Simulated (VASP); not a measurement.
Write the native input for VASP 6.6.1 that does the following.

```yaml
Task: single point
Functional: PBE
Potentials_or_basis: VASP PAW PBE potentials, release 64 (Hf_pv, Nb_sv, O)
Cutoff: 520 eV
k_mesh: 6 × 6 × 2
Occupations: gaussian, width 0.1 eV
Spin: no spin polarisation
Dipole_correction: no
Further_INCAR_settings: ALGO = Normal; EDIFF = 1e-06; NBANDS = 32
```

The structure of Hf3NbO lies in POSCAR:

```
Hf3NbO
1.0
    3.3238343660      0.0000000000      0.0000000000
    0.0000000000      3.3238343660      0.0000000000
    0.0000000000      0.0000000000      7.8655255506
Hf Nb O
3 1 1
Direct
    0.5000000000      0.5000000000      0.2169658233
    0.5000000000      0.5000000000      0.7830341767
    0.0000000000      0.0000000000      0.5000000000
    0.0000000000      0.0000000000      0.0000000000
    0.5000000000      0.5000000000      0.5000000000
```

The input as run:

INCAR

```
SYSTEM = Hf3NbO
PREC = Accurate
ENCUT = 520
EDIFF = 1E-6
ISMEAR = 0
SIGMA = 0.1
LREAL = .False.
LASPH = .True.
NELM = 60
ALGO = Normal
ISIF = 2
LWAVE = .False.
LCHARG = .False.
GGA = PE
NBANDS = 32
```

KPOINTS

```
Automatic mesh
0
Gamma
  6 6 2
  0 0 0
```

Potentials or basis: VASP PAW PBE potentials, release 64 (Hf_pv, Nb_sv, O).

Launch:

```bash
$ cat potpaw_PBE.64/Hf_pv/POTCAR potpaw_PBE.64/Nb_sv/POTCAR potpaw_PBE.64/O/POTCAR > POTCAR
$ mpirun -np 1 vasp_std > vasp.out
```

It gave:

```
Pressure      : -1.1 GPa
Largest force : 0.053 eV/Å
```

Caveat: the k points lie up to 0.40 Å⁻¹ apart; an odd number of electrons without spin polarisation forces a metal; a magnetic or distorted state may lie lower.

Wall time 38 s on 1 thread of Intel(R) Xeon(R) 6975P-C (Granite Rapids), on a shared host, peak memory 0.22 GiB.
